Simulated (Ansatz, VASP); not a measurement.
# One calculation of Si, two programs

```
Si
1.0
     0.02376    2.71547    2.71547
     2.73923    0.00000    2.73923
     2.71547    2.71547    0.02376
Si
2
Direct
  0.50000 0.50000 0.50000
  0.75000 0.75000 0.75000
```

Change from the starting cell: strain +0.0175 x Voigt [0, 0, 0, 0, 1, 0], atoms carried along.

Alike in both runs: task single point; functional PBE; k mesh 10 × 10 × 10; occupations gaussian, width 0.05 eV; no spin polarisation.

|  | VASP | Ansatz |
| --- | --- | --- |
| version | VASP 6.6.1 | Ansatz 0.2.0 |
| potentials or method | VASP PAW PBE potentials, release 64 (Si), cutoff 520 eV | scalar-relativistic, plane waves, PAW |
| valence electrons in the cell | 8 | 8 |

```tsv
	VASP	Ansatz	Ansatz less VASP
gap on the k mesh at the Fermi level (eV)	0.55	0.55	-0.002
least direct gap on the mesh (eV)	2.41	2.41	-0.004
pressure (GPa)	2.0	2.0	+0.08
traceless stress, the component that is largest in VASP (GPa)	-1.84	-1.84	+0.004
rms of the force components (eV/Å)	0.100	0.101	+0.0006
```

Atom by atom the forces differ by 0.001 eV/Å (rms over components).
